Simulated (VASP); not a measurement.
# LiBr (Fm-3m) in VASP: notebook, part 2 of 3

VASP 6.6.1. The steps go on from the part before.

## 3. Relaxation of cell and atoms, PBEsol, target pressure -2 GPa, at which the enthalpy is minimised

This run uses another cell than the first one, of 19.82 Å³/atom, 0.920 times its volume.

INCAR reads:

```
SYSTEM = LiBr
ALGO = Normal
EDIFF = 1E-7
EDIFFG = -0.002
ENCUT = 750
GGA = PS
GGA_COMPAT = .FALSE.
IBRION = 2
ISIF = 3
ISMEAR = 0
LASPH = .TRUE.
LCHARG = .FALSE.
LREAL = .FALSE.
LWAVE = .FALSE.
NELM = 120
NELMIN = 4
NSW = 100
PREC = Accurate
PSTRESS = -20.0
SIGMA = 0.01
```

KPOINTS reads:

```
k-points
0
G
  8 8 8
  0 0 0
```

POSCAR reads:

```
LiBr
1.0
    2.7061252976      2.7061252976      0.0000000000
   -2.7061252976      2.7061252976      0.0000000000
    0.0000000000      2.7061252976      2.7061252976
Li Br
1 1
Direct
    0.0000000000      0.0000000000      0.0000000000
    0.5000000000      0.5000000000      0.0000000000
```

Potentials or basis: VASP PAW PBE potentials, release 64 (Li_sv, Br).

Launch:

```
$ cat potpaw_PBE.64/Li_sv/POTCAR potpaw_PBE.64/Br/POTCAR > POTCAR
$ mpirun -np 1 vasp_std > vasp.out
```

OUTCAR:

```text
SYSTEM = LiBr
   EDIFF = 1E-7
   EDIFFG = -0.002
   ENCUT = 750
   GGA = PS
   IBRION = 2
   ISIF = 3
   ISMEAR = 0
   LASPH = .TRUE.
   LREAL = .FALSE.
   NELM = 120
   NELMIN = 4
   NSW = 100
   PREC = Accurate
   PSTRESS = -20.0

 ion  position               nearest neighbor table
   1  0.000  0.000  0.000-
   2  0.500  0.500  0.000-

  LATTYP: Found a face centered cubic cell.
 ALAT       =     5.4122505952

  Lattice vectors:

 A1 = (   0.0000000000,   2.7061252976,   2.7061252976)
 A2 = (   2.7061252976,   0.0000000000,   2.7061252976)
 A3 = (   2.7061252976,   2.7061252976,   0.0000000000)

Analysis of symmetry for initial positions (statically):
=====================================================================
 Subroutine PRICEL returns:
 Original cell was already a primitive cell.

 Routine SETGRP: Setting up the symmetry group for a
 face centered cubic supercell.

 Subroutine GETGRP returns: Found 48 space group operations
 (whereof 48 operations were pure point group operations)
 out of a pool of 48 trial point group operations.

The static configuration has the point symmetry O_h .

Analysis of symmetry for dynamics (positions and initial velocities):
=====================================================================
 Subroutine PRICEL returns:
 Original cell was already a primitive cell.

 Routine SETGRP: Setting up the symmetry group for a
 face centered cubic supercell.

 Subroutine GETGRP returns: Found 48 space group operations
 (whereof 48 operations were pure point group operations)
 out of a pool of 48 trial point group operations.

The dynamic configuration has the point symmetry O_h .

[... 121 lines left out ...]
  Thomas-Fermi vector in A             =   2.168764
   LORBIT       =      0    0 simple, 1 ext, 2 COOP (PROOUT), +10 PAW based schemes
   GGA     = PS    functional components
   LHFCALC =     F    Hartree Fock is set to
   AEXX    =    0.0000 exact exchange contribution
   IVDW    =     0    specifies the selected vdW correction
   LEPSILON=     F    determine dielectric tensor
   LRPA    =     F    only Hartree local field effects (RPA)
 conjugate gradient relaxation of ions
 non-spin polarized calculation
 Gauss-broadening in eV      SIGMA  =   0.01
  energy-cutoff  :      750.00
  volume of cell :       39.63
 maximum number of plane-waves:      1868
 NGX is ok and might be reduce to    36
   NGX = 17   NGY = 17   NGZ = 17

--------------------------------------- Ionic step        1  -------------------------------------------

 number of electron      10.0000001 magnetization

 Free energy of the ion-electron system (eV)
  ---------------------------------------------------
  ext. energy  EPLUGINS =         0.00000000
  ---------------------------------------------------
  free energy    TOTEN  =        -6.93525701 eV

  energy without entropy =       -6.93525701  energy(sigma->0) =       -6.93525701

------------------------ aborting loop because EDIFF is reached ----------------------------------------

  FORCE on cell =-STRESS in cart. coord.  units (eV):
  Direction    XX          YY          ZZ          XY          YZ          ZX
  --------------------------------------------------------------------------------------
  -------------------------------------------------------------------------------------
  Total       -0.0124810     -0.0124810     -0.0124810     -0.0000000      0.0000000      0.0000000
  in kB       -0.5045272     -0.5045272     -0.5045272     -0.0000000      0.0000000      0.0000000
  external PRESSURE =      19.4954728 kB  Pullay stress =     -20.0000000 kB
[... 139 lines left out ...]
--------------------------------------- Ionic step        5  -------------------------------------------

 number of electron       9.9999999 magnetization

 Free energy of the ion-electron system (eV)
  ---------------------------------------------------
  ext. energy  EPLUGINS =         0.00000000
  ---------------------------------------------------
  free energy    TOTEN  =        -6.91286373 eV

  energy without entropy =       -6.91286373  energy(sigma->0) =       -6.91286373

 E-fermi :   0.1157     XC(G=0):  -8.4571

 val. band max:        0.0242884605   @ k =   0.0000   0.0000   0.0000
 cond. band min:       4.6658101186   @ k =   0.0000   0.0000   0.0000
 fundamental gap:      4.6415216581
 Fermi energy:         0.1157453448

 k-point     1 :       0.0000    0.0000    0.0000
  band No.  band energies     occupation
      1     -43.6985      2.00000
      2     -13.3320      2.00000
      3       0.0243      2.00000
      4       0.0243      2.00000
      5       0.0243      2.00000
      6       4.6658      0.00000
      7      10.3854      0.00000
      8      10.3854      0.00000
      9      10.3854      0.00000
[... 265 lines left out ...]
 k-point    24 :       0.5000    0.2500    0.1250
  band No.  band energies     occupation
      1     -43.6974      2.00000
      2     -12.8086      2.00000
      3      -2.4953      2.00000
      4      -1.2731      2.00000
      5      -0.5613      2.00000
      6       6.8905      0.00000
      7       7.7818      0.00000
      8       9.0923      0.00000
      9      10.3896      0.00000

 [... further k-points ...]
[... 5 lines left out ...]
  --------------------------------------------------------------------------------------
  -------------------------------------------------------------------------------------
  Total       -0.5321502     -0.5321502     -0.5321502      0.0000000     -0.0000000      0.0000000
  in kB      -19.8629685    -19.8629685    -19.8629685      0.0000000     -0.0000000      0.0000000
  external PRESSURE =       0.1370315 kB  Pullay stress =     -20.0000000 kB
[... 21 lines left out ...]
  energy  without entropy=       -6.9128637257  energy(sigma->0) =       -6.91286373

  enthalpy is  TOTEN    =        -7.4486851625 eV   P V=       -0.5358214368

 reached required accuracy - stopping structural energy minimisation
```

OSZICAR:

```text
N       E                     dE             d eps       ncg     rms          rms(c)
DAV:   1     0.505600996869E+02    0.50560E+02   -0.49501E+03   522   0.129E+03
DAV:   2    -0.487129270369E+01   -0.55431E+02   -0.53952E+02   773   0.171E+02
DAV:   3    -0.692468730014E+01   -0.20534E+01   -0.20516E+01   588   0.401E+01
[... 43 lines left out ...]
DAV:   2    -0.691287880228E+01    0.10049E-03   -0.22964E-04   650   0.102E-01    0.256E-02
DAV:   3    -0.691286269875E+01    0.16104E-04   -0.67633E-05   545   0.479E-02    0.120E-02
DAV:   4    -0.691286337380E+01   -0.67504E-06   -0.15050E-06   826   0.106E-02    0.332E-03
DAV:   5    -0.691286380016E+01   -0.42637E-06   -0.13261E-07   338   0.299E-03    0.767E-04
DAV:   6    -0.691286372572E+01    0.74446E-07   -0.12338E-08   261   0.112E-03
   5 F= -.74486852E+01 E0= -.74486852E+01  d E =-.186698E-01
```

CONTCAR:

```text
LiBr
   1.00000000000000
     2.7790107402169806    2.7790107402169806    0.0000000000000000
    -2.7790107402169806    2.7790107402169806   -0.0000000000000000
    -0.0000000000000000    2.7790107402169806    2.7790107402169806
  Li              Br
     1     1
Direct
     0.0000000000000000    0.0000000000000000    0.0000000000000000
     0.5000000000000000    0.5000000000000000    0.0000000000000000

  0.00000000E+00  0.00000000E+00  0.00000000E+00
  0.00000000E+00  0.00000000E+00  0.00000000E+00
```

Wall time 41 s (1 thread of AMD EPYC 9R45 (Zen 5), shared host); peak memory 0.19 GiB.

Results:

| Property | Result |
| --- | --- |
| Free energy | -6.9129 eV |
| Relaxed volume | 21.46 Å³/atom |
| Relaxed cell | a = 3.930 Å, b = 3.930 Å, c = 3.930 Å, α = 60.00°, β = 60.00°, γ = 90.00° |
| Space group after relaxing (to 0.05 Å) | Fm-3m (No. 225) |
| Energy change on relaxing (the enthalpy is what falls) | +11.2 meV/atom |
| Ionic steps | 5 |
| Pressure after relaxing | -2.0 GPa |
| Band gap on the k mesh | 4.64 eV, direct |

Step by step:
```
step  energy change (eV)  largest force (eV/Å)  pressure (GPa)  volume (Å³)
   1              0.0000                0.0000           -0.05        39.63
   2              0.0046                0.0000           -0.98        41.03
   3              0.0291                0.0000           -2.21        43.43
   4              0.0233                0.0000           -2.02        42.99
   5              0.0224                0.0000           -1.99        42.92
```

Final structure:
```
CELL_PARAMETERS angstrom
2.77901 2.77901 0.00000
-2.77901 2.77901 0.00000
0.00000 2.77901 2.77901
ATOMIC_POSITIONS crystal
Li 0.00000 0.00000 0.00000
Br 0.50000 0.50000 0.00000
```

Caveat: the cell is relaxed towards a set pressure, so the enthalpy falls and the energy may rise; the PAW data sets were made with another functional, which shifts forces and pressure a little.

## 4. Relaxation of cell and atoms, PBEsol, target pressure 2 GPa, at which the enthalpy is minimised

This run uses another cell than the first one, of 19.82 Å³/atom, 0.920 times its volume.

INCAR reads:

```
ALGO     = Normal         # electronic algorithm
EDIFF    = 1E-7           # SCF threshold, eV
EDIFFG   = -0.002         # ionic threshold
ENCUT    = 750            # plane-wave cutoff, eV
GGA      = PS             # functional
GGA_COMPAT= F            
IBRION   = 2              # ionic algorithm
ISIF     = 3              # what is computed and relaxed
ISMEAR   = 0              # smearing method
LASPH    = T              # aspherical terms in the spheres
LCHARG   = F              # write CHGCAR
LREAL    = F              # projectors in reciprocal space
LWAVE    = F              # write WAVECAR
NELM     = 120            # most SCF steps
NELMIN   = 4            
NSW      = 100            # ionic steps
PREC     = Accurate       # precision mode
PSTRESS  = 20.0         
SIGMA    = 0.01           # smearing width, eV
```

KPOINTS reads:

```
k-points
0
Gamma
  8 8 8
```

POSCAR is that of step 3.

Potentials or basis: VASP PAW PBE potentials, release 64 (Li_sv, Br).

Launch:

```
$ cat potpaw_PBE.64/Li_sv/POTCAR potpaw_PBE.64/Br/POTCAR > POTCAR
$ mpirun -np 1 vasp_std > vasp.out
```

OUTCAR:

```text
EDIFF = 1E-7
   EDIFFG = -0.002
   ENCUT = 750
   GGA = PS
   IBRION = 2
   ISIF = 3
   ISMEAR = 0
   LASPH = T
   LREAL = F
   NELM = 120
   NELMIN = 4
   NSW = 100
   PREC = Accurate
   PSTRESS = 20.0

 ion  position               nearest neighbor table
   1  0.000  0.000  0.000-
   2  0.500  0.500  0.000-

  LATTYP: Found a face centered cubic cell.
 ALAT       =     5.4122505952

  Lattice vectors:

 A1 = (   0.0000000000,   2.7061252976,   2.7061252976)
 A2 = (   2.7061252976,   0.0000000000,   2.7061252976)
 A3 = (   2.7061252976,   2.7061252976,   0.0000000000)

Analysis of symmetry for initial positions (statically):
=====================================================================
 Subroutine PRICEL returns:
 Original cell was already a primitive cell.

 Routine SETGRP: Setting up the symmetry group for a
 face centered cubic supercell.

 Subroutine GETGRP returns: Found 48 space group operations
 (whereof 48 operations were pure point group operations)
 out of a pool of 48 trial point group operations.

The static configuration has the point symmetry O_h .

Analysis of symmetry for dynamics (positions and initial velocities):
=====================================================================
 Subroutine PRICEL returns:
 Original cell was already a primitive cell.

 Routine SETGRP: Setting up the symmetry group for a
 face centered cubic supercell.

 Subroutine GETGRP returns: Found 48 space group operations
 (whereof 48 operations were pure point group operations)
 out of a pool of 48 trial point group operations.

The dynamic configuration has the point symmetry O_h .

 Subroutine INISYM returns: Found 48 space group operations
 (whereof 48 operations are pure point group operations),
 and found     1 'primitive' translations

----------------------------------------------------------------------------------------

                                     Primitive cell

  volume of cell :      39.6345

  direct lattice vectors                    reciprocal lattice vectors
     2.706125298  2.706125298  0.000000000     0.184766020  0.184766020 -0.184766020
    -2.706125298  2.706125298  0.000000000    -0.184766020  0.184766020 -0.184766020
     0.000000000  2.706125298  2.706125298     0.000000000  0.000000000  0.369532039

  length of vectors
     3.827039097  3.827039097  3.827039097     0.320024134  0.320024134  0.369532039

  position of ions in fractional coordinates (direct lattice)
     0.000000000  0.000000000  0.000000000
     0.500000000  0.500000000  0.000000000

  ion indices of the primitive-cell ions
   primitive index   ion index
                 1           1
                 2           2

----------------------------------------------------------------------------------------

 KPOINTS: k-points
[... 24 lines left out ...]
            Coordinates               Weight
  0.000000  0.000000  0.000000      1.000000
  0.125000  0.000000  0.000000      8.000000
  0.250000  0.000000  0.000000      8.000000
  0.375000  0.000000  0.000000      8.000000
  0.500000  0.000000  0.000000      4.000000
  0.125000  0.125000  0.000000     12.000000
[... 16 lines left out ...]
  0.375000  0.250000  0.125000     48.000000
  0.500000  0.250000  0.125000     24.000000
 [... further k-points ...]
   k-points           NKPTS =     29   k-points in BZ     NKDIM =     29   number of bands    NBANDS=      9
   number of dos      NEDOS =    301   number of ions     NIONS =      2
   total plane-waves  NPLWV =  46656
   dimension x,y,z NGX =    36 NGY =   36 NGZ =   36
   dimension x,y,z NGXF=    72 NGYF=   72 NGZF=   72
   ions per type =               1   1
   NGX,Y,Z   is equivalent  to a cutoff of  15.64, 15.64, 15.64 a.u.
   NGXF,Y,Z  is equivalent  to a cutoff of  31.28, 31.28, 31.28 a.u.
 SYSTEM =  unknown system
   PREC   = accura    normal or accurate (medium, high low for compatibility)
   ISTART =      0    job   : 0-new  1-cont  2-samecut
   ICHARG =      2    charge: 1-file 2-atom 10-const
   ISPIN  =      1    spin polarized calculation?
   LNONCOLLINEAR =      F non collinear calculations
   LSORBIT =      F    spin-orbit coupling
   LASPH  =      T    aspherical Exc in radial PAW
   ENCUT  =  750.0 eV  55.12 Ry    7.42 a.u.   8.55  8.55  8.55*2*pi/ulx,y,z
   NELM   =    120;   NELMIN=  4; NELMDL= -5     # of ELM steps
   EDIFF  = 0.1E-06   stopping-criterion for ELM
   LREAL  =      F    real-space projection
   EDIFFG = -.2E-02   stopping-criterion for IOM
   NSW    =    100    number of steps for IOM
   IBRION =      2    ionic relax: 0-MD 1-quasi-New 2-CG
   NFREE  =      1    steps in history (QN), initial steepest desc. (CG)
   ISIF   =      3    stress and relaxation
   ISYM   =      2    0-nonsym 1-usesym 2-fastsym
   POTIM  = 0.5000    time-step for ionic-motion
   TEBEG  =    0.0;   TEEND  =   0.0 temperature during run
   PSTRESS=   20.0 pullay stress
   NELECT =      10.0000    total number of electrons
   NUPDOWN=      -1.0000    fix difference up-down
   EMIN   =  10.00;   EMAX   =-10.00  energy-range for DOS
   EFERMI =   0.00;   METHOD = LEGACY
   ISMEAR =     0;   SIGMA  =   0.01  broadening in eV -4-tet -1-fermi 0-gaus
   EFERMI_NEDOS =   21; number of points for ismear=-14 and -15
   IALGO  =     38    algorithm
   IMIX   =      4    mixing-type and parameters
     AMIX     =   0.40;   BMIX     =  1.00
     AMIX_MAG =   1.60;   BMIX_MAG =  1.00
  volume/ion in A,a.u.               =      19.82       133.73
  Fermi-wavevector in a.u.,A,eV,Ry     =   1.034468  1.954860 14.559913  1.070123
  Thomas-Fermi vector in A             =   2.168764
   LORBIT       =      0    0 simple, 1 ext, 2 COOP (PROOUT), +10 PAW based schemes
   GGA     = PS    functional components
   LHFCALC =     F    Hartree Fock is set to
   AEXX    =    0.0000 exact exchange contribution
   IVDW    =     0    specifies the selected vdW correction
   LEPSILON=     F    determine dielectric tensor
   LRPA    =     F    only Hartree local field effects (RPA)
 conjugate gradient relaxation of ions
 non-spin polarized calculation
 Gauss-broadening in eV      SIGMA  =   0.01
  energy-cutoff  :      750.00
  volume of cell :       39.63
 maximum number of plane-waves:      1868
 NGX is ok and might be reduce to    36
   NGX = 17   NGY = 17   NGZ = 17

--------------------------------------- Ionic step        1  -------------------------------------------

 number of electron      10.0000001 magnetization

 Free energy of the ion-electron system (eV)
  ---------------------------------------------------
  ext. energy  EPLUGINS =         0.00000000
  ---------------------------------------------------
  free energy    TOTEN  =        -6.93525701 eV

  energy without entropy =       -6.93525701  energy(sigma->0) =       -6.93525701

------------------------ aborting loop because EDIFF is reached ----------------------------------------

  FORCE on cell =-STRESS in cart. coord.  units (eV):
  Direction    XX          YY          ZZ          XY          YZ          ZX
  --------------------------------------------------------------------------------------
  -------------------------------------------------------------------------------------
  Total       -0.0124810     -0.0124810     -0.0124810     -0.0000000      0.0000000      0.0000000
  in kB       -0.5045272     -0.5045272     -0.5045272     -0.0000000      0.0000000      0.0000000
  external PRESSURE =     -20.5045272 kB  Pullay stress =      20.0000000 kB
[... 101 lines left out ...]
--------------------------------------- Ionic step        4  -------------------------------------------

 number of electron       9.9999999 magnetization

 Free energy of the ion-electron system (eV)
  ---------------------------------------------------
  ext. energy  EPLUGINS =         0.00000000
  ---------------------------------------------------
  free energy    TOTEN  =        -6.92161070 eV

  energy without entropy =       -6.92161070  energy(sigma->0) =       -6.92161070

 E-fermi :   1.2562     XC(G=0):  -9.0542

 val. band max:        1.0621843838   @ k =   0.0000   0.0000   0.0000
 cond. band min:       6.3482708354   @ k =   0.0000   0.0000   0.0000
 fundamental gap:      5.2860864517
 Fermi energy:         1.2562471927

 k-point     1 :       0.0000    0.0000    0.0000
  band No.  band energies     occupation
      1     -42.4751      2.00000
      2     -12.8122      2.00000
      3       1.0622      2.00000
      4       1.0622      2.00000
      5       1.0622      2.00000
      6       6.3483      0.00000
      7      11.5220      0.00000
      8      11.5220      0.00000
      9      11.5220      0.00000
[... 265 lines left out ...]
 k-point    24 :       0.5000    0.2500    0.1250
  band No.  band energies     occupation
      1     -42.4727      2.00000
      2     -12.0595      2.00000
      3      -2.0581      2.00000
      4      -0.5971      2.00000
      5       0.3086      2.00000
      6       8.1446      0.00000
      7       8.9978      0.00000
      8      10.4385      0.00000
      9      12.2894      0.00000

 [... further k-points ...]
[... 5 lines left out ...]
  --------------------------------------------------------------------------------------
  -------------------------------------------------------------------------------------
  Total        0.4656503      0.4656503      0.4656503     -0.0000000     -0.0000000      0.0000000
  in kB       20.0230505     20.0230505     20.0230505     -0.0000000     -0.0000000      0.0000000
  external PRESSURE =       0.0230505 kB  Pullay stress =      20.0000000 kB
[... 21 lines left out ...]
  energy  without entropy=       -6.9216107042  energy(sigma->0) =       -6.92161070

  enthalpy is  TOTEN    =        -6.4564964298 eV   P V=        0.4651142744

 reached required accuracy - stopping structural energy minimisation
```

Wall time 32 s (1 thread of AMD EPYC 9R45 (Zen 5), shared host); peak memory 0.18 GiB.

Results:

| Property | Result |
| --- | --- |
| Free energy | -6.9216 eV |
| Relaxed volume | 18.63 Å³/atom |
| Relaxed cell | a = 3.749 Å, b = 3.749 Å, c = 3.749 Å, α = 60.00°, β = 60.00°, γ = 90.00° |
| Space group after relaxing (to 0.05 Å) | Fm-3m (No. 225) |
| Energy change on relaxing (the enthalpy is what falls) | +6.8 meV/atom |
| Ionic steps | 4 |
| Pressure after relaxing | 2.0 GPa |
| Band gap on the k mesh | 5.29 eV, direct |

The path:
```tsv
step	energy change (eV)	largest force (eV/Å)	pressure (GPa)	volume (Å³)
1	0.0000	0.0000	-0.05	39.63
2	0.0046	0.0000	1.11	38.20
3	0.0131	0.0000	1.96	37.31
4	0.0136	0.0000	2.00	37.26
```

Final structure:
```cif
data_structure
_symmetry_space_group_name_H-M 'P 1'
_symmetry_Int_Tables_number 1
_cell_length_a 3.7490
_cell_length_b 3.7490
_cell_length_c 3.7490
_cell_angle_alpha 60.000
_cell_angle_beta 60.000
_cell_angle_gamma 90.000
_cell_volume 37.26
loop_
_atom_site_label
_atom_site_type_symbol
_atom_site_fract_x
_atom_site_fract_y
_atom_site_fract_z
_atom_site_occupancy
Li1 Li 0.00000 0.00000 0.00000 1
Br1 Br 0.50000 0.50000 0.00000 1
```

Caveat: the cell is relaxed towards a set pressure, so the enthalpy falls and the energy may rise; the PAW data sets were made with another functional, which shifts forces and pressure a little.

(Continued in part 3 of 3.)
